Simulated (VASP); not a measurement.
# SnTe (R-3m) in VASP: single point with PBE

Aim: the single point of SnTe with PBE.

All numbers are computed with VASP 6.6.1; they aren't measurements. Logs are shortened: lines on timing, memory, paths and dates and some standing lists are left out, and cuts for length are marked.

**1. The cell of the first run**

The typed cell holds 6 atoms: a = 4.532 Å, b = 4.532 Å, c = 11.104 Å, α = 90.00°, β = 90.00°, γ = 120.00°.

**2. Single point, PBE**

INCAR reads:

```
ALGO = Normal ; EDIFF = 1E-7
ENCUT = 520 ; GGA = PE
ISIF = 2 ; ISMEAR = 0
LASPH = True ; LCHARG = False
LREAL = False ; LWAVE = False
NBANDS = 39 ; NELM = 80
PREC = Accurate ; SIGMA = 0.01
```

KPOINTS reads:

```
k-points
0
Gamma
  12 12 4
```

POSCAR reads:

```
SnTe
1.0
    4.5323837212     -0.0000002936      0.0000000000
   -2.2661916063      3.9251595891      0.0000000000
    0.0000000000      0.0000000000     11.1044548518
Sn Te
3 3
Direct
    0.0000000000      0.0000000000      0.0000000000
    0.3333333333      0.6666666667      0.3333333333
    0.6666666667      0.3333333333      0.6666666667
    0.6666666667      0.3333333333      0.1666666667
    0.0000000000      0.0000000000      0.5000000000
    0.3333333333      0.6666666667      0.8333333333
```

Potentials or basis: VASP PAW PBE potentials, release 64 (Sn_d, Te).

The run is started by

```console
> cat potpaw_PBE.64/Sn_d/POTCAR potpaw_PBE.64/Te/POTCAR > POTCAR
> mpirun -np 1 vasp_std > vasp.out
```

OUTCAR:

```text
EDIFF = 1E-7
   ENCUT = 520
   GGA = PE
   ISIF = 2
   ISMEAR = 0
   LASPH = True
   LREAL = False
   NELM = 80
   PREC = Accurate

 ion  position               nearest neighbor table
   1  0.000  0.000  0.000-   4 3.21   6 3.21   4 3.21   6 3.21   4 3.21   6 3.21
   2  0.333  0.667  0.333-   4 3.21   4 3.21   4 3.21   5 3.21   5 3.21   5 3.21
   3  0.667  0.333  0.667-   6 3.21   6 3.21   6 3.21   5 3.21   5 3.21   5 3.21
   4  0.667  0.333  0.167-   2 3.21   2 3.21   2 3.21   1 3.21   1 3.21   1 3.21
   5  0.000  0.000  0.500-   2 3.21   3 3.21   3 3.21   2 3.21   3 3.21   2 3.21
   6  0.333  0.667  0.833-   3 3.21   3 3.21   3 3.21   1 3.21   1 3.21   1 3.21

  LATTYP: Found a hexagonal cell.
 ALAT       =     4.5323837212
 C/A-ratio  =     2.4500253145

  Lattice vectors:

 A1 = (   4.5323837212,  -0.0000002936,   0.0000000000)
 A2 = (  -2.2661916063,   3.9251595891,   0.0000000000)
 A3 = (   0.0000000000,   0.0000000000,  11.1044548518)

Analysis of symmetry for initial positions (statically):
=====================================================================
 Subroutine PRICEL returns following result:

  LATTYP: Found a trigonal (rhomboedric) cell.
 ALAT       =     4.5330444039
 COS(alpha) =     0.5001457375

  Lattice vectors:

 A1 = (   2.2661917756,  -1.3083866274,   3.7014849502)
 A2 = (   0.0000001693,   2.6167729617,   3.7014849502)
 A3 = (  -2.2661919449,  -1.3083863342,   3.7014849513)

   3 primitive cells build up your supercell.

 Routine SETGRP: Setting up the symmetry group for a
 hexagonal supercell.

 Subroutine GETGRP returns: Found 12 space group operations
 (whereof 12 operations were pure point group operations)
 out of a pool of 24 trial point group operations.

The static configuration has the point symmetry D_3d.

Analysis of symmetry for dynamics (positions and initial velocities):
=====================================================================
 Subroutine PRICEL returns following result:

  LATTYP: Found a trigonal (rhomboedric) cell.
 ALAT       =     4.5330444039
 COS(alpha) =     0.5001457375

  Lattice vectors:

 A1 = (   2.2661917756,  -1.3083866274,   3.7014849502)
 A2 = (   0.0000001693,   2.6167729617,   3.7014849502)
 A3 = (  -2.2661919449,  -1.3083863342,   3.7014849513)
[... 108 lines left out ...]
   ENCUT  =  520.0 eV  38.22 Ry    6.18 a.u.   8.43  8.43 20.65*2*pi/ulx,y,z
   NELM   =     80;   NELMIN=  2; NELMDL= -5     # of ELM steps
   EDIFF  = 0.1E-06   stopping-criterion for ELM
   LREAL  =      F    real-space projection
   EDIFFG = 0.1E-05   stopping-criterion for IOM
   NSW    =      0    number of steps for IOM
   IBRION =     -1    ionic relax: 0-MD 1-quasi-New 2-CG
   NFREE  =      0    steps in history (QN), initial steepest desc. (CG)
   ISIF   =      2    stress and relaxation
   ISYM   =      2    0-nonsym 1-usesym 2-fastsym
   POTIM  = 0.5000    time-step for ionic-motion
   TEBEG  =    0.0;   TEEND  =   0.0 temperature during run
   PSTRESS=    0.0 pullay stress
   NELECT =      60.0000    total number of electrons
   NUPDOWN=      -1.0000    fix difference up-down
   EMIN   =  10.00;   EMAX   =-10.00  energy-range for DOS
   EFERMI =   0.00;   METHOD = LEGACY
   ISMEAR =     0;   SIGMA  =   0.01  broadening in eV -4-tet -1-fermi 0-gaus
   EFERMI_NEDOS =   21; number of points for ismear=-14 and -15
   IALGO  =     38    algorithm
   IMIX   =      4    mixing-type and parameters
     AMIX     =   0.40;   BMIX     =  1.00
     AMIX_MAG =   1.60;   BMIX_MAG =  1.00
  volume/ion in A,a.u.               =      32.93       222.19
  Fermi-wavevector in a.u.,A,eV,Ry     =   1.100436  2.079523 16.476107  1.210960
  Thomas-Fermi vector in A             =   2.236847
   LORBIT       =      0    0 simple, 1 ext, 2 COOP (PROOUT), +10 PAW based schemes
   GGA     = PE    functional components
   LHFCALC =     F    Hartree Fock is set to
   AEXX    =    0.0000 exact exchange contribution
   IVDW    =     0    specifies the selected vdW correction
   LEPSILON=     F    determine dielectric tensor
   LRPA    =     F    only Hartree local field effects (RPA)
 non-spin polarized calculation
 Gauss-broadening in eV      SIGMA  =   0.01
  energy-cutoff  :      520.00
  volume of cell :      197.55
 maximum number of plane-waves:      5387
 NGX is ok and might be reduce to    36
   NGX = 17   NGY = 17   NGZ = 41

 number of electron      59.9999997 magnetization

 Free energy of the ion-electron system (eV)
  ---------------------------------------------------
  ext. energy  EPLUGINS =         0.00000000
  ---------------------------------------------------
  free energy    TOTEN  =       -22.69613439 eV

  energy without entropy =      -22.69613429  energy(sigma->0) =      -22.69613434

 E-fermi :   6.3505     XC(G=0):  -9.2647

 val. band max:        6.3256995663   @ k =   0.0000   0.0000   0.5000
 cond. band min:       6.3760932618   @ k =   0.5000  -0.0000   0.5000
 fundamental gap:      0.0503936955
 Fermi energy:         6.3505333793

 k-point     1 :       0.0000    0.0000    0.0000
  band No.  band energies     occupation
      1     -15.5590      2.00000
      2     -15.5590      2.00000
      3     -15.5590      2.00000
      4     -15.5590      2.00000
      5     -15.5560      2.00000
      6     -15.5560      2.00000
[... 997 lines left out ...]
     38       9.2769      0.00000
     39       9.5128      0.00000

 [... further k-points ...]

------------------------ aborting loop because EDIFF is reached ----------------------------------------

  FORCE on cell =-STRESS in cart. coord.  units (eV):
  Direction    XX          YY          ZZ          XY          YZ          ZX
  --------------------------------------------------------------------------------------
  -------------------------------------------------------------------------------------
  Total       -0.0312278     -0.0312278     -0.0275758     -0.0000000     -0.0000000      0.0000000
  in kB       -0.2532622     -0.2532622     -0.2236437     -0.0000000     -0.0000000      0.0000000
  external PRESSURE =      -0.2433894 kB  Pullay stress =       0.0000000 kB

 VOLUME and BASIS-vectors are now :
 -----------------------------------------------------------------------------
  energy-cutoff  :      520.00
  volume of cell :      197.55
      direct lattice vectors                 reciprocal lattice vectors
     4.532383721 -0.000000294  0.000000000     0.220634461  0.127383346  0.000000000
    -2.266191606  3.925159589  0.000000000     0.000000017  0.254766721  0.000000000
     0.000000000  0.000000000 11.104454852     0.000000000  0.000000000  0.090053948

 POSITION                                       TOTAL-FORCE (eV/Angst)
 -----------------------------------------------------------------------------------
      0.00000      0.00000      0.00000         0.000000      0.000000     -0.000000
      0.00000      2.61677      3.70148        -0.000000     -0.000000     -0.000000
      2.26619      1.30839      7.40297         0.000000      0.000000      0.000000
      2.26619      1.30839      1.85074         0.000000     -0.000000      0.000000
      0.00000      0.00000      5.55223        -0.000000      0.000000     -0.000000
      0.00000      2.61677      9.25371        -0.000000     -0.000000     -0.000000
 -----------------------------------------------------------------------------------
    total drift:                                0.000000     -0.000000      0.000000

  FREE ENERGIE OF THE ION-ELECTRON SYSTEM (eV)
  ---------------------------------------------------
  free  energy   TOTEN  =       -22.6961343924 eV

  energy  without entropy=      -22.6961342943  energy(sigma->0) =      -22.69613434
```

OSZICAR:

```text
N       E                     dE             d eps       ncg     rms          rms(c)
DAV:   1     0.561318318362E+03    0.56132E+03   -0.27089E+04  5522   0.179E+03
DAV:   2     0.600369818657E+02   -0.50128E+03   -0.48720E+03  5412   0.499E+02
DAV:   3    -0.182683333793E+02   -0.78305E+02   -0.75677E+02  6475   0.169E+02
DAV:   4    -0.227157502374E+02   -0.44474E+01   -0.44105E+01  6310   0.411E+01
DAV:   5    -0.228932463842E+02   -0.17750E+00   -0.17742E+00  7687   0.873E+00    0.689E+00
DAV:   6    -0.226885730097E+02    0.20467E+00   -0.39724E-01  6691   0.344E+00    0.449E+00
DAV:   7    -0.227030514905E+02   -0.14478E-01   -0.24702E-01  6154   0.186E+00    0.673E-01
DAV:   8    -0.226951848735E+02    0.78666E-02   -0.43539E-02  6214   0.117E+00    0.606E-01
DAV:   9    -0.226961380264E+02   -0.95315E-03   -0.27102E-03  6239   0.299E-01    0.117E-01
DAV:  10    -0.226961118979E+02    0.26129E-04   -0.62524E-04  6843   0.158E-01    0.107E-01
DAV:  11    -0.226961405104E+02   -0.28613E-04   -0.15962E-04  6473   0.654E-02    0.219E-02
DAV:  12    -0.226961326941E+02    0.78163E-05   -0.16286E-05  6187   0.244E-02    0.474E-02
DAV:  13    -0.226961341273E+02   -0.14332E-05   -0.25976E-06  6166   0.995E-03    0.545E-03
DAV:  14    -0.226961343593E+02   -0.23201E-06   -0.14298E-07  4747   0.185E-03    0.157E-03
DAV:  15    -0.226961344807E+02   -0.12144E-06   -0.10916E-07  4439   0.189E-03    0.859E-04
DAV:  16    -0.226961343924E+02    0.88324E-07   -0.40889E-08  3461   0.896E-04
   1 F= -.22696134E+02 E0= -.22696134E+02  d E =-.981625E-07
```

stdout:

```text
POSCAR found type information on POSCAR SnTe
 POSCAR found :  2 types and       6 ions
 scaLAPACK will be used
 LDA part: xc-table for (Slater+PW92), standard interpolation
 POSCAR, INCAR and KPOINTS ok, starting setup
 FFT: planning ... GRIDC
 FFT: planning ... GRID_SOFT
 FFT: planning ... GRID
 WAVECAR not read
 entering main loop
```

Wall time 7.6 min (1 thread of Intel Xeon Platinum 8259CL at 2.50GHz (Skylake/Cascade Lake), shared host); peak memory 0.6 GiB.

What came out:

- Free energy: -22.6961 eV
- Pressure: 0.0 GPa
- Band gap on the k mesh: 0.05 eV

Caveat: spin-orbit coupling is left out, which moves the levels of the heavy elements.
